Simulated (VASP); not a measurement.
# CsH (Fm-3m) in VASP: notebook

CsH is run at these levels: r2SCAN; tasks: single point.

Everything below comes from runs of VASP 6.6.1. Logs are shortened: lines on timing, memory, paths and dates and some standing lists are left out, and cuts for length are marked.

### 1 The cell of the first run

It takes space group Fm-3m (No. 225, cubic). The conventional cell has a = 6.418 Å, b = 6.418 Å, c = 6.418 Å, α = 90.00°, β = 90.00°, γ = 90.00°. Within 4.2 Å of Cs (site symmetry m-3m) lie 6 H at 3.21 Å. Within 4.2 Å of H (site symmetry m-3m) lie 6 Cs at 3.21 Å.

### 2 Single point, r2SCAN

Contents of POSCAR:

```
CsH
1.0
    0.0000000000      3.2091132000      3.2091132000
    3.2091132000      0.0000000000      3.2091132000
    3.2091132000      3.2091132000      0.0000000000
Cs H
1 1
Direct
    0.0000000000      0.0000000000      0.0000000000
    0.5000000000      0.5000000000      0.5000000000
```

Contents of INCAR.step1:

```
PREC = Accurate ; ENCUT = 520
ISMEAR = -1 ; SIGMA = 0.02
LREAL = False ; LASPH = True
NELM = 60 ; NBANDS = 12
GGA = PE ; ALGO = Normal
EDIFF = 1E-4 ; LWAVE = True
LCHARG = False
```

Contents of INCAR.step2:

```
PREC = Accurate ; ENCUT = 520
EDIFF = 1E-6 ; ISMEAR = -1
SIGMA = 0.02 ; LREAL = False
LASPH = True ; NELM = 60
ALGO = Normal ; ISIF = 2
LWAVE = False ; LCHARG = False
METAGGA = R2SCAN ; LMIXTAU = True
NBANDS = 12 ; ISTART = 1
```

Contents of KPOINTS:

```
Automatic mesh
0
Gamma
  8 8 8
```

Potentials or basis: VASP PAW PBE potentials, release 64 (Cs_sv, H).

On the command line:

```console
> cat potpaw_PBE.64/Cs_sv/POTCAR potpaw_PBE.64/H/POTCAR > POTCAR
> cp INCAR.step1 INCAR
> mpirun -np 1 vasp_std > vasp.out
> cp INCAR.step2 INCAR
> mpirun -np 1 vasp_std > vasp.out
```

OUTCAR:

```text
PREC = Accurate
   ENCUT = 520
   EDIFF = 1E-6
   ISMEAR = -1
   LREAL = False
   LASPH = True
   NELM = 60
   ISIF = 2
   METAGGA = R2SCAN
   ISTART = 1

 ion  position               nearest neighbor table
   1  0.000  0.000  0.000-
   2  0.500  0.500  0.500-

  LATTYP: Found a face centered cubic cell.
 ALAT       =     6.4182264000

  Lattice vectors:

 A1 = (   0.0000000000,   3.2091132000,   3.2091132000)
 A2 = (   3.2091132000,   0.0000000000,   3.2091132000)
 A3 = (   3.2091132000,   3.2091132000,   0.0000000000)

Analysis of symmetry for initial positions (statically):
=====================================================================
 Subroutine PRICEL returns:
 Original cell was already a primitive cell.

 Routine SETGRP: Setting up the symmetry group for a
 face centered cubic supercell.

 Subroutine GETGRP returns: Found 48 space group operations
 (whereof 48 operations were pure point group operations)
 out of a pool of 48 trial point group operations.

The static configuration has the point symmetry O_h .

Analysis of symmetry for dynamics (positions and initial velocities):
=====================================================================
 Subroutine PRICEL returns:
 Original cell was already a primitive cell.

 Routine SETGRP: Setting up the symmetry group for a
 face centered cubic supercell.

 Subroutine GETGRP returns: Found 48 space group operations
 (whereof 48 operations were pure point group operations)
 out of a pool of 48 trial point group operations.

The dynamic configuration has the point symmetry O_h .

 Subroutine INISYM returns: Found 48 space group operations
 (whereof 48 operations are pure point group operations),
 and found     1 'primitive' translations

----------------------------------------------------------------------------------------

                                     Primitive cell

  volume of cell :      66.0975

  direct lattice vectors                    reciprocal lattice vectors
     0.000000000  3.209113200  3.209113200    -0.155806283  0.155806283  0.155806283
     3.209113200  0.000000000  3.209113200     0.155806283 -0.155806283  0.155806283
     3.209113200  3.209113200  0.000000000     0.155806283  0.155806283 -0.155806283

  length of vectors
     4.538371411  4.538371411  4.538371411     0.269864399  0.269864399  0.269864399

  position of ions in fractional coordinates (direct lattice)
     0.000000000  0.000000000  0.000000000
     0.500000000  0.500000000  0.500000000
[... 85 lines left out ...]
   POTIM  = 0.5000    time-step for ionic-motion
   TEBEG  =    0.0;   TEEND  =   0.0 temperature during run
   PSTRESS=    0.0 pullay stress
   NELECT =      10.0000    total number of electrons
   NUPDOWN=      -1.0000    fix difference up-down
   EMIN   =  10.00;   EMAX   =-10.00  energy-range for DOS
   EFERMI =   0.00;   METHOD = LEGACY
   ISMEAR =    -1;   SIGMA  =   0.02  broadening in eV -4-tet -1-fermi 0-gaus
   EFERMI_NEDOS =   21; number of points for ismear=-14 and -15
   IALGO  =     38    algorithm
   IMIX   =      4    mixing-type and parameters
     AMIX     =   0.40;   BMIX     =  1.00
     AMIX_MAG =   1.60;   BMIX_MAG =  1.00
  volume/ion in A,a.u.               =      33.05       223.02
  Fermi-wavevector in a.u.,A,eV,Ry     =   0.872328  1.648461 10.353436  0.760956
  Thomas-Fermi vector in A             =   1.991562
   LORBIT       =      0    0 simple, 1 ext, 2 COOP (PROOUT), +10 PAW based schemes
   METAGGA = R2SCAN    functional components
   LHFCALC =     F    Hartree Fock is set to
   AEXX    =    0.0000 exact exchange contribution
   IVDW    =     0    specifies the selected vdW correction
   LEPSILON=     F    determine dielectric tensor
   LRPA    =     F    only Hartree local field effects (RPA)
 non-spin polarized calculation
  energy-cutoff  :      520.00
  volume of cell :       66.10
 maximum number of plane-waves:      1812
 NGX is ok and might be reduce to    36
   NGX = 17   NGY = 17   NGZ = 17

 number of electron      10.0000000 magnetization

 Free energy of the ion-electron system (eV)
  ---------------------------------------------------
  ext. energy  EPLUGINS =         0.00000000
  ---------------------------------------------------
  free energy    TOTEN  =       -28.98860823 eV

  energy without entropy =      -28.98860823  energy(sigma->0) =      -28.98860823

 E-fermi :   0.2497     XC(G=0):  -7.4790

 val. band max:       -0.2053567894   @ k =   0.5000   0.0000   0.0000
 cond. band min:       2.4795761485   @ k =   0.5000   0.0000   0.0000
 fundamental gap:      2.6849329379
 Fermi energy:         0.2497471948

 k-point     1 :       0.0000    0.0000    0.0000
  band No.  band energies     occupation
      1     -22.2721      2.00000
      2      -8.3772      2.00000
      3      -8.3772      2.00000
      4      -8.3772      2.00000
      5      -1.8147      2.00000
      6       5.4851      0.00000
      7       5.4851      0.00000
      8       5.4851      0.00000
      9       6.0571      0.00000
     10       7.3584      0.00000
     11       7.3584      0.00000
     12       9.0015      0.00000
[... 331 lines left out ...]
 k-point    24 :      -0.3750    0.2500    0.1250
  band No.  band energies     occupation
      1     -22.1854      2.00000
      2      -9.0467      2.00000
      3      -8.6618      2.00000
      4      -8.5294      2.00000
      5      -0.5726      2.00000
      6       3.2509      0.00000
      7       4.7084      0.00000
      8       5.6863      0.00000
      9       7.7298      0.00000
     10       7.9506      0.00000
     11       9.4623      0.00000
     12       9.6166      0.00000

 [... further k-points ...]

------------------------ aborting loop because EDIFF is reached ----------------------------------------

  FORCE on cell =-STRESS in cart. coord.  units (eV):
  Direction    XX          YY          ZZ          XY          YZ          ZX
  --------------------------------------------------------------------------------------
  -------------------------------------------------------------------------------------
  Total       -0.0594712     -0.0594712     -0.0594712      0.0000000      0.0000000      0.0000000
  in kB       -1.4415586     -1.4415586     -1.4415586      0.0000000      0.0000000      0.0000000
  external PRESSURE =      -1.4415586 kB  Pullay stress =       0.0000000 kB

 VOLUME and BASIS-vectors are now :
 -----------------------------------------------------------------------------
  energy-cutoff  :      520.00
  volume of cell :       66.10
      direct lattice vectors                 reciprocal lattice vectors
     0.000000000  3.209113200  3.209113200    -0.155806283  0.155806283  0.155806283
     3.209113200  0.000000000  3.209113200     0.155806283 -0.155806283  0.155806283
     3.209113200  3.209113200  0.000000000     0.155806283  0.155806283 -0.155806283

 POSITION                                       TOTAL-FORCE (eV/Angst)
 -----------------------------------------------------------------------------------
      0.00000      0.00000      0.00000         0.000000      0.000000      0.000000
      3.20911      3.20911      3.20911         0.000000      0.000000     -0.000000
 -----------------------------------------------------------------------------------
    total drift:                               -0.000000      0.000000      0.000000

  FREE ENERGIE OF THE ION-ELECTRON SYSTEM (eV)
  ---------------------------------------------------
  free  energy   TOTEN  =       -28.9886082317 eV

  energy  without entropy=      -28.9886082317  energy(sigma->0) =      -28.98860823
```

OUTCAR.step1:

```text
PREC = Accurate
   ENCUT = 520
   ISMEAR = -1
   LREAL = False
   LASPH = True
[... 581 lines left out ...]
      0.00000      0.00000      0.00000         0.000000     -0.000000      0.000000
      3.20911      3.20911      3.20911         0.000000      0.000000     -0.000000
 -----------------------------------------------------------------------------------
    total drift:                               -0.000000      0.000000      0.000000

  FREE ENERGIE OF THE ION-ELECTRON SYSTEM (eV)
  ---------------------------------------------------
  free  energy   TOTEN  =        -4.5513664521 eV

  energy  without entropy=       -4.5513664521  energy(sigma->0) =       -4.55136645
```

Run time: 85 s. Hardware: 1 thread of Intel Xeon Platinum 8259CL at 2.50GHz (Skylake/Cascade Lake), shared host; peak memory 0.22 GiB.

Results:

- Free energy: -28.9886 eV
- Pressure: -0.1 GPa
- Band gap on the k mesh: 2.69 eV, direct

Caveat: the PAW data sets were made with another functional, which shifts forces and pressure a little; spin-orbit coupling is left out, which moves the levels of the heavy elements. A k mesh can miss the band edges.

### 3 Single point, r2SCAN

This run uses another cell than the first one, of 33.70 Å³/atom, 1.020 times its volume.

Contents of POSCAR:

```
CsH
1.0
    0.0000000000      3.2299521800      3.2299521800
    3.2299521800      0.0000000000      3.2299521800
    3.2299521800      3.2299521800      0.0000000000
Cs H
1 1
Direct
    0.0000000000      0.0000000000      0.0000000000
    0.5000000000      0.5000000000      0.5000000000
```

Contents of INCAR.step1:

```
ALGO = Normal ; EDIFF = 1E-4
ENCUT = 520 ; GGA = PE
ISMEAR = -1 ; LASPH = True
LCHARG = False ; LREAL = False
LWAVE = True ; NBANDS = 12
NELM = 80 ; PREC = Accurate
SIGMA = 0.02
```

Contents of INCAR.step2:

```
ALGO = Normal ; EDIFF = 1E-6
ENCUT = 520 ; ISIF = 2
ISMEAR = -1 ; ISTART = 1
LASPH = True ; LCHARG = False
LMIXTAU = True ; LREAL = False
LWAVE = False ; METAGGA = R2SCAN
NBANDS = 12 ; NELM = 80
PREC = Accurate ; SIGMA = 0.02
```

Contents of KPOINTS:

```
k-points
0
Gamma
  8 8 8
```

Potentials or basis: VASP PAW PBE potentials, release 64 (Cs_sv, H).

On the command line:

```console
> cat potpaw_PBE.64/Cs_sv/POTCAR potpaw_PBE.64/H/POTCAR > POTCAR
> cp INCAR.step1 INCAR
> mpirun -np 1 vasp_std > vasp.out
> cp INCAR.step2 INCAR
> mpirun -np 1 vasp_std > vasp.out
```

It took 84 s on 1 thread of Intel Xeon Platinum 8259CL at 2.50GHz (Skylake/Cascade Lake), shared host; peak memory 0.22 GiB.

It converged, with:

| Item | Value |
| --- | --- |
| Free energy | -28.9869 eV |
| Pressure | -0.3 GPa |
| Band gap on the k mesh | 2.71 eV, direct |

Levels at points of the mesh, in eV from the valence-band top:
| k point | band 2 | band 3 | band 4 | band 5 | band 6 | band 7 | band 8 | band 9 |
| --- | --- | --- | --- | --- | --- | --- | --- | --- |
| (0.00, 0.00, 0.00) | -8.19 | -8.19 | -8.19 | -1.57 | 5.69 | 5.69 | 5.69 | 6.19 |
| (0.50, 0.00, 0.00) | -8.93 | -8.27 | -8.27 | 0.00 | 2.71 | 5.27 | 5.27 | 7.65 |
| (0.50, 0.50, 0.00) | -8.82 | -8.43 | -8.43 | -1.04 | 3.57 | 5.92 | 8.46 | 8.82 |

Caveat: the PAW data sets were made with another functional, which shifts forces and pressure a little; spin-orbit coupling is left out, which moves the levels of the heavy elements. A k mesh can miss the band edges.
